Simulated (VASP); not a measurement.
Input of a VASP 6.6.1 run:

The input INCAR:

```
PREC     = Accurate       # precision mode
ENCUT    = 520            # plane-wave cutoff, eV
EDIFF    = 1E-7           # SCF threshold, eV
ISMEAR   = 0              # smearing method
SIGMA    = 0.1            # smearing width, eV
LREAL    = F              # projectors in reciprocal space
LASPH    = T              # aspherical terms in the spheres
NELM     = 60             # most SCF steps
ALGO     = Normal         # electronic algorithm
ISIF     = 2              # what is computed and relaxed
LWAVE    = F              # write WAVECAR
LCHARG   = T              # write CHGCAR
GGA      = PE             # functional
LELF     = T              # ELF
LVHAR    = T            
NBANDS   = 30             # bands
```

File KPOINTS:

```
Automatic mesh
0
Gamma
  6 6 6
```

File POSCAR:

```
Ga2O3
1.0
    2.4306157600      1.4033166600      2.9947222200
   -2.4306157600      1.4033166600      2.9947222200
    0.0000000000     -2.8066333300      2.9947222200
Ga O
2 3
Direct
    0.1921916900      0.1921916900      0.1921916900
    0.8078083100      0.8078083100      0.8078083100
    0.5000000000      0.5000000000      0.0000000000
    0.0000000000      0.5000000000      0.5000000000
    0.5000000000      0.0000000000      0.5000000000
```

Potentials or basis: VASP PAW PBE potentials, release 64 (Ga_d, O).

Run with:

```sh
$ cat potpaw_PBE.64/Ga_d/POTCAR potpaw_PBE.64/O/POTCAR > POTCAR
$ mpirun -np 1 vasp_std > vasp.out
```

(1) What does it give for the largest force?

(2) Predict the pressure.

(3) Predict the band gap on the k mesh.

Answers

(1) 0.988 eV/Å.

(2) 6.6 GPa.

(3) zero (bands 22 and 23 overlap by 0.29 eV).

Caveat: the stress differs along the axes, from -16 to 18 GPa; semilocal functionals underestimate gaps, and a narrow one can read as zero.
